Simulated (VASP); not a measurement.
# SnPb5Se6 (P4/mmm) in VASP: single point with PBE

Aim: the single point of SnPb5Se6 with PBE.

Everything below comes from runs of VASP 6.6.1. Logs are shortened: lines on timing, memory, paths and dates and some standing lists are left out, and cuts for length are marked.

## (1) The cell of the first run

It takes space group P4/mmm (No. 123, tetragonal). Conventional cell: a = 4.364 Å, b = 4.364 Å, c = 18.514 Å, α = 90.00°, β = 90.00°, γ = 90.00°. Within 4.1 Å of Sn (site symmetry 4/mmm) lie 6 Se at 3.09 Å. Within 4.1 Å of Pb (site symmetry 4/mmm) lie 6 Se at 3.09 Å. Within 4.1 Å of Pb (site symmetry 4mm) lie 6 Se at 3.09 Å. Within 4.1 Å of Pb (site symmetry 4mm) lie 6 Se at 3.09 Å. Se (site symmetry 4mm) has 6 Pb at 3.09 Å within 4.1 Å. Se (site symmetry 4mm) has 5 Pb at 3.09 Å and 1 Sn at 3.09 Å within 4.1 Å. Within 4.1 Å of Se (site symmetry 4/mmm) lie 4 Sn at 3.09 Å and 2 Pb at 3.09 Å. Se (site symmetry 4/mmm) has 6 Pb at 3.09 Å within 4.1 Å.

## (2) Single point, PBE

The input, INCAR:

```
PREC     = Accurate       # precision mode
ENCUT    = 520            # plane-wave cutoff, eV
EDIFF    = 1E-6           # SCF threshold, eV
ISMEAR   = 0              # smearing method
SIGMA    = 0.1            # smearing width, eV
LREAL    = F              # projectors in reciprocal space
LASPH    = T              # aspherical terms in the spheres
NELM     = 100            # most SCF steps
ALGO     = Normal         # electronic algorithm
ISIF     = 2              # what is computed and relaxed
LWAVE    = F              # write WAVECAR
LCHARG   = F              # write CHGCAR
GGA      = PE             # functional
NBANDS   = 72             # bands
```

The input, KPOINTS:

```
regular mesh
0
Gamma
  4 4 1
```

The input, POSCAR:

```
SnPb5Se6
1.0
    4.3638300700      0.0000000000      0.0000000000
    0.0000000000      4.3638300700      0.0000000000
    0.0000000000      0.0000000000     18.5141630200
Sn Pb Se
1 5 6
Direct
    0.5000000000      0.5000000000      0.5000000000
    0.0000000000      0.0000000000      0.0000000000
    0.5000000000      0.5000000000      0.1666666700
    0.0000000000      0.0000000000      0.3333333300
    0.0000000000      0.0000000000      0.6666666700
    0.5000000000      0.5000000000      0.8333333300
    0.0000000000      0.0000000000      0.1666666700
    0.5000000000      0.5000000000      0.3333333300
    0.0000000000      0.0000000000      0.5000000000
    0.5000000000      0.5000000000      0.6666666700
    0.0000000000      0.0000000000      0.8333333300
    0.5000000000      0.5000000000      0.0000000000
```

Potentials or basis: VASP PAW PBE potentials, release 64 (Sn_d, Pb_d, Se).

The run is started by

```console
> cat potpaw_PBE.64/Sn_d/POTCAR potpaw_PBE.64/Pb_d/POTCAR potpaw_PBE.64/Se/POTCAR > POTCAR
> mpirun -np 1 vasp_std > vasp.out
```

OUTCAR:

```text
PREC = Accurate
   ENCUT = 520
   EDIFF = 1E-6
   ISMEAR = 0
   LREAL = F
   LASPH = T
   NELM = 100
   ISIF = 2
   GGA = PE

 ion  position               nearest neighbor table
   1  0.500  0.500  0.500-   9 3.09   9 3.09   9 3.09   9 3.09  10 3.09   8 3.09
   2  0.000  0.000  0.000-  12 3.09  12 3.09  12 3.09  12 3.09   7 3.09  11 3.09
   3  0.500  0.500  0.167-   8 3.09   7 3.09   7 3.09   7 3.09   7 3.09  12 3.09
   4  0.000  0.000  0.333-   7 3.09   8 3.09   8 3.09   8 3.09   8 3.09   9 3.09
   5  0.000  0.000  0.667-  11 3.09  10 3.09  10 3.09  10 3.09  10 3.09   9 3.09
   6  0.500  0.500  0.833-  10 3.09  11 3.09  11 3.09  11 3.09  11 3.09  12 3.09
   7  0.000  0.000  0.167-   4 3.09   3 3.09   3 3.09   3 3.09   3 3.09   2 3.09
   8  0.500  0.500  0.333-   3 3.09   4 3.09   4 3.09   4 3.09   4 3.09   1 3.09
   9  0.000  0.000  0.500-   1 3.09   1 3.09   1 3.09   1 3.09   5 3.09   4 3.09
  10  0.500  0.500  0.667-   6 3.09   5 3.09   5 3.09   5 3.09   5 3.09   1 3.09
  11  0.000  0.000  0.833-   5 3.09   6 3.09   6 3.09   6 3.09   6 3.09   2 3.09
  12  0.500  0.500  0.000-   2 3.09   2 3.09   2 3.09   2 3.09   6 3.09   3 3.09

  LATTYP: Found a simple tetragonal cell.
 ALAT       =     4.3638300700
 C/A-ratio  =     4.2426406902

  Lattice vectors:

 A1 = (   4.3638300700,   0.0000000000,   0.0000000000)
 A2 = (   0.0000000000,   4.3638300700,   0.0000000000)
 A3 = (   0.0000000000,   0.0000000000,  18.5141630200)

Analysis of symmetry for initial positions (statically):
=====================================================================
 Subroutine PRICEL returns:
 Original cell was already a primitive cell.

 Routine SETGRP: Setting up the symmetry group for a
 simple tetragonal supercell.

 Subroutine GETGRP returns: Found 16 space group operations
 (whereof 16 operations were pure point group operations)
 out of a pool of 16 trial point group operations.

The static configuration has the point symmetry D_4h.

Analysis of symmetry for dynamics (positions and initial velocities):
=====================================================================
 Subroutine PRICEL returns:
 Original cell was already a primitive cell.

 Routine SETGRP: Setting up the symmetry group for a
 simple tetragonal supercell.

 Subroutine GETGRP returns: Found 16 space group operations
 (whereof 16 operations were pure point group operations)
 out of a pool of 16 trial point group operations.

The dynamic configuration has the point symmetry D_4h.

 Subroutine INISYM returns: Found 16 space group operations
 (whereof 16 operations are pure point group operations),
 and found     1 'primitive' translations

----------------------------------------------------------------------------------------

                                     Primitive cell

  volume of cell :     352.5654

  direct lattice vectors                    reciprocal lattice vectors
     4.363830070  0.000000000  0.000000000     0.229156494  0.000000000  0.000000000
     0.000000000  4.363830070  0.000000000     0.000000000  0.229156494  0.000000000
     0.000000000  0.000000000 18.514163020     0.000000000  0.000000000  0.054012704

  length of vectors
     4.363830070  4.363830070 18.514163020     0.229156494  0.229156494  0.054012704

  position of ions in fractional coordinates (direct lattice)
     0.500000000  0.500000000  0.500000000
     0.000000000  0.000000000  0.000000000
     0.500000000  0.500000000  0.166666670
     0.000000000  0.000000000  0.333333330
     0.000000000  0.000000000  0.666666670
     0.500000000  0.500000000  0.833333330
     0.000000000  0.000000000  0.166666670
     0.500000000  0.500000000  0.333333330
     0.000000000  0.000000000  0.500000000
     0.500000000  0.500000000  0.666666670
     0.000000000  0.000000000  0.833333330
     0.500000000  0.500000000  0.000000000

  ion indices of the primitive-cell ions
   primitive index   ion index
                 1           1
                 2           2
                 3           3
                 4           4
                 5           5
                 6           6
                 7           7
                 8           8
                 9           9
                10          10
                11          11
                12          12

----------------------------------------------------------------------------------------

 KPOINTS: regular mesh

Automatic generation of k-mesh.
 Grid dimensions read from file:
 generate k-points for:    4    4    1

 Generating k-lattice:

  Cartesian coordinates                     Fractional coordinates (reciprocal lattice)
     0.057289124  0.000000000  0.000000000     0.250000000  0.000000000  0.000000000
     0.000000000  0.057289124  0.000000000     0.000000000  0.250000000  0.000000000
     0.000000000  0.000000000  0.054012704     0.000000000  0.000000000  1.000000000

  Length of vectors
     0.057289124  0.057289124  0.054012704

  Shift w.r.t. Gamma in fractional coordinates (k-lattice)
     0.000000000  0.000000000  0.000000000

 Subroutine IBZKPT returns following result:
 ===========================================

 Found      6 irreducible k-points:

 Following reciprocal coordinates:
            Coordinates               Weight
  0.000000  0.000000  0.000000      1.000000
  0.250000  0.000000  0.000000      4.000000
  0.500000  0.000000  0.000000      2.000000
  0.250000  0.250000  0.000000      4.000000
  0.500000  0.250000  0.000000      4.000000
  0.500000  0.500000  0.000000      1.000000
   k-points           NKPTS =      6   k-points in BZ     NKDIM =      6   number of bands    NBANDS=     72
   number of dos      NEDOS =    301   number of ions     NIONS =     12
   total plane-waves  NPLWV = 143360
   dimension x,y,z NGX =    32 NGY =   32 NGZ =  140
   dimension x,y,z NGXF=    64 NGYF=   64 NGZF=  280
   ions per type =               1   5   6
   NGX,Y,Z   is equivalent  to a cutoff of  12.19, 12.19, 12.57 a.u.
   NGXF,Y,Z  is equivalent  to a cutoff of  24.38, 24.38, 25.14 a.u.
 SYSTEM =  unknown system
   PREC   = accura    normal or accurate (medium, high low for compatibility)
   ISTART =      0    job   : 0-new  1-cont  2-samecut
   ICHARG =      2    charge: 1-file 2-atom 10-const
   ISPIN  =      1    spin polarized calculation?
   LNONCOLLINEAR =      F non collinear calculations
   LSORBIT =      F    spin-orbit coupling
   LASPH  =      T    aspherical Exc in radial PAW
   ENCUT  =  520.0 eV  38.22 Ry    6.18 a.u.   8.11  8.11 34.42*2*pi/ulx,y,z
   NELM   =    100;   NELMIN=  2; NELMDL= -5     # of ELM steps
   EDIFF  = 0.1E-05   stopping-criterion for ELM
   LREAL  =      F    real-space projection
   EDIFFG = 0.1E-04   stopping-criterion for IOM
   NSW    =      0    number of steps for IOM
   IBRION =     -1    ionic relax: 0-MD 1-quasi-New 2-CG
   NFREE  =      0    steps in history (QN), initial steepest desc. (CG)
   ISIF   =      2    stress and relaxation
   ISYM   =      2    0-nonsym 1-usesym 2-fastsym
   POTIM  = 0.5000    time-step for ionic-motion
   TEBEG  =    0.0;   TEEND  =   0.0 temperature during run
   PSTRESS=    0.0 pullay stress
   NELECT =     120.0000    total number of electrons
   NUPDOWN=      -1.0000    fix difference up-down
   EMIN   =  10.00;   EMAX   =-10.00  energy-range for DOS
   EFERMI =   0.00;   METHOD = LEGACY
   ISMEAR =     0;   SIGMA  =   0.10  broadening in eV -4-tet -1-fermi 0-gaus
   EFERMI_NEDOS =   21; number of points for ismear=-14 and -15
   IALGO  =     38    algorithm
   IMIX   =      4    mixing-type and parameters
     AMIX     =   0.40;   BMIX     =  1.00
     AMIX_MAG =   1.60;   BMIX_MAG =  1.00
  volume/ion in A,a.u.               =      29.38       198.27
  Fermi-wavevector in a.u.,A,eV,Ry     =   1.143024  2.160002 17.776063  1.306504
  Thomas-Fermi vector in A             =   2.279720
   LORBIT       =      0    0 simple, 1 ext, 2 COOP (PROOUT), +10 PAW based schemes
   GGA     = PE    functional components
   LHFCALC =     F    Hartree Fock is set to
   AEXX    =    0.0000 exact exchange contribution
   IVDW    =     0    specifies the selected vdW correction
   LEPSILON=     F    determine dielectric tensor
   LRPA    =     F    only Hartree local field effects (RPA)
 non-spin polarized calculation
 Gauss-broadening in eV      SIGMA  =   0.10
  energy-cutoff  :      520.00
  volume of cell :      352.57
 maximum number of plane-waves:      9524
   NGX = 17   NGY = 17   NGZ = 69

 number of electron     119.9999985 magnetization

 Free energy of the ion-electron system (eV)
  ---------------------------------------------------
  ext. energy  EPLUGINS =         0.00000000
  ---------------------------------------------------
  free energy    TOTEN  =       -49.30167959 eV

  energy without entropy =      -49.30167933  energy(sigma->0) =      -49.30167946

 E-fermi :   5.0469     XC(G=0):  -9.3930

 val. band max:        4.7166375963   @ k =   0.5000   0.0000   0.0000
 cond. band min:       5.3772255479   @ k =   0.5000   0.0000   0.0000
 fundamental gap:      0.6605879516
 Fermi energy:         5.0469172801

 k-point     1 :       0.0000    0.0000    0.0000
  band No.  band energies     occupation
      1     -16.7041      2.00000
      2     -16.6944      2.00000
      3     -16.6943      2.00000
      4     -16.6880      2.00000
      5     -16.6880      2.00000
      6     -12.1452      2.00000
[... 64 lines left out ...]
     71       9.2776      0.00000
     72       9.3520      0.00000

 k-point     2 :       0.2500    0.0000    0.0000
  band No.  band energies     occupation
      1     -16.7011      2.00000
      2     -16.6970      2.00000
      3     -16.6912      2.00000
      4     -16.6894      2.00000
      5     -16.6879      2.00000
      6     -12.1184      2.00000
[... 64 lines left out ...]
     71       8.1000      0.00000
     72       8.1299      0.00000

 k-point     3 :       0.5000    0.0000    0.0000
  band No.  band energies     occupation
      1     -16.6996      2.00000
      2     -16.6991      2.00000
      3     -16.6908      2.00000
      4     -16.6878      2.00000
      5     -16.6870      2.00000
      6     -12.0824      2.00000
[... 64 lines left out ...]
     71       6.8854      0.00000
     72       6.9442      0.00000

 k-point     4 :       0.2500    0.2500    0.0000
  band No.  band energies     occupation
      1     -16.7008      2.00000
      2     -16.6967      2.00000
      3     -16.6896      2.00000
      4     -16.6893      2.00000
      5     -16.6892      2.00000
      6     -12.1188      2.00000
[... 64 lines left out ...]
     71       8.9325      0.00000
     72       8.9890      0.00000

 k-point     5 :       0.5000    0.2500    0.0000
  band No.  band energies     occupation
      1     -16.7046      2.00000
      2     -16.6939      2.00000
      3     -16.6906      2.00000
      4     -16.6891      2.00000
      5     -16.6866      2.00000
      6     -12.1224      2.00000
[... 64 lines left out ...]
     71       8.8981      0.00000
     72       8.9414      0.00000

 k-point     6 :       0.5000    0.5000    0.0000
  band No.  band energies     occupation
      1     -16.7096      2.00000
      2     -16.6903      2.00000
      3     -16.6903      2.00000
      4     -16.6892      2.00000
      5     -16.6857      2.00000
      6     -12.1584      2.00000
[... 64 lines left out ...]
     71      10.0567      0.00000
     72      10.1475      0.00000

------------------------ aborting loop because EDIFF is reached ----------------------------------------

  FORCE on cell =-STRESS in cart. coord.  units (eV):
  Direction    XX          YY          ZZ          XY          YZ          ZX
  --------------------------------------------------------------------------------------
  -------------------------------------------------------------------------------------
  Total        2.3999044      2.3999044     -2.1762749      0.0000000      0.0000000      0.0000000
  in kB       10.9059822     10.9059822     -9.8897334      0.0000000      0.0000000      0.0000000
  external PRESSURE =       3.9740770 kB  Pullay stress =       0.0000000 kB

 VOLUME and BASIS-vectors are now :
 -----------------------------------------------------------------------------
  energy-cutoff  :      520.00
  volume of cell :      352.57
      direct lattice vectors                 reciprocal lattice vectors
     4.363830070  0.000000000  0.000000000     0.229156494  0.000000000  0.000000000
     0.000000000  4.363830070  0.000000000     0.000000000  0.229156494  0.000000000
     0.000000000  0.000000000 18.514163020     0.000000000  0.000000000  0.054012704

 POSITION                                       TOTAL-FORCE (eV/Angst)
 -----------------------------------------------------------------------------------
      2.18192      2.18192      9.25708        -0.000000      0.000000      0.000000
      0.00000      0.00000      0.00000        -0.000000      0.000000      0.000000
      2.18192      2.18192      3.08569        -0.000000      0.000000     -0.004107
      0.00000      0.00000      6.17139        -0.000000     -0.000000      0.021252
      0.00000      0.00000     12.34278        -0.000000      0.000000     -0.021252
      2.18192      2.18192     15.42847         0.000000      0.000000      0.004107
      0.00000      0.00000      3.08569        -0.000000      0.000000      0.002815
      2.18192      2.18192      6.17139         0.000000     -0.000000      0.179916
      0.00000      0.00000      9.25708        -0.000000      0.000000      0.000000
      2.18192      2.18192     12.34278        -0.000000      0.000000     -0.179916
      0.00000      0.00000     15.42847        -0.000000      0.000000     -0.002815
      2.18192      2.18192      0.00000        -0.000000      0.000000      0.000000
 -----------------------------------------------------------------------------------
    total drift:                                0.000000     -0.000000      0.000000

  FREE ENERGIE OF THE ION-ELECTRON SYSTEM (eV)
  ---------------------------------------------------
  free  energy   TOTEN  =       -49.3016795919 eV

  energy  without entropy=      -49.3016793336  energy(sigma->0) =      -49.30167946
```

Wall time 3.1 min (1 thread of AMD EPYC 7R13 (Zen 3), shared host); peak memory 0.4 GiB.

What came out:

- Free energy: -49.3017 eV
- Pressure: 0.4 GPa
- Largest force: 0.180 eV/Å
- Band gap on the k mesh: 0.66 eV, direct

Forces in eV/Å, atoms in the order of the input:
```
Sn   0.000  0.000  0.000
Pb   0.000  0.000  0.000
Pb   0.000  0.000 -0.004
Pb   0.000  0.000  0.021
Pb   0.000  0.000 -0.021
Pb   0.000  0.000  0.004
Se   0.000  0.000  0.003
Se   0.000  0.000  0.180
Se   0.000  0.000  0.000
Se   0.000  0.000 -0.180
Se   0.000  0.000 -0.003
Se   0.000  0.000  0.000
```

Caveat: spin-orbit coupling is left out, which moves the levels of the heavy elements.
